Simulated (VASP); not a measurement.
A run of VASP 6.6.1 is set up as follows.

INCAR

```
SYSTEM = Si2Mo
  ALGO = Normal
  EDIFF = 1E-6
  ENCUT = 520
  GGA = PS
  ISIF = 2
  ISMEAR = 0
  LASPH = .True.
  LCHARG = .False.
  LREAL = .False.
  LWAVE = .False.
  NBANDS = 43
  NELM = 100
  PREC = Accurate
  SIGMA = 0.1
```

Contents of KPOINTS:

```
k-points
0
Gamma
  12 12 6
  0 0 0
```

File POSCAR:

```
Si2Mo
1.0
    4.5259534458      0.0000000000      0.0000000000
   -2.2629767229      3.9195906604      0.0000000000
    0.0000000000      0.0000000000      6.5067669138
Si Mo
6 3
Direct
    0.1641055929      0.8358944071      0.8333333333
    0.3282111858      0.1641055929      0.1666666667
    0.8358944071      0.6717888142      0.5000000000
    0.8358944071      0.1641055929      0.8333333333
    0.6717888142      0.8358944071      0.1666666667
    0.1641055929      0.3282111858      0.5000000000
    0.5000000000      0.0000000000      0.5000000000
    0.0000000000      0.5000000000      0.1666666667
    0.5000000000      0.5000000000      0.8333333333
```

Potentials or basis: VASP PAW PBE potentials, release 64 (Si, Mo_sv).

Launch:

```bash
$ cat potpaw_PBE.64/Si/POTCAR potpaw_PBE.64/Mo_sv/POTCAR > POTCAR
$ mpirun -np 1 vasp_std > vasp.out
```

**Question.** Estimate the band gap on the k mesh.

**Answer.** 0.02 eV (least direct gap 0.56 eV).

**Question.** Estimate the pressure.

**Answer.** 7.6 GPa.

**Question.** Estimate the largest force.

**Answer.** 0.004 eV/Å.

Forces in eV/Å, atoms in the order of the input:
```
Si  -0.004  0.002  0.000
Si  -0.004 -0.002  0.000
Si   0.000  0.004  0.000
Si   0.004 -0.002  0.000
Si   0.004  0.002  0.000
Si   0.000 -0.004  0.000
Mo   0.000  0.000  0.000
Mo   0.000  0.000  0.000
Mo   0.000  0.000  0.000
```

Caveat: the cell stands under pressure; the PAW data sets were made with another functional, which shifts forces and pressure a little. A k mesh can miss the band edges.
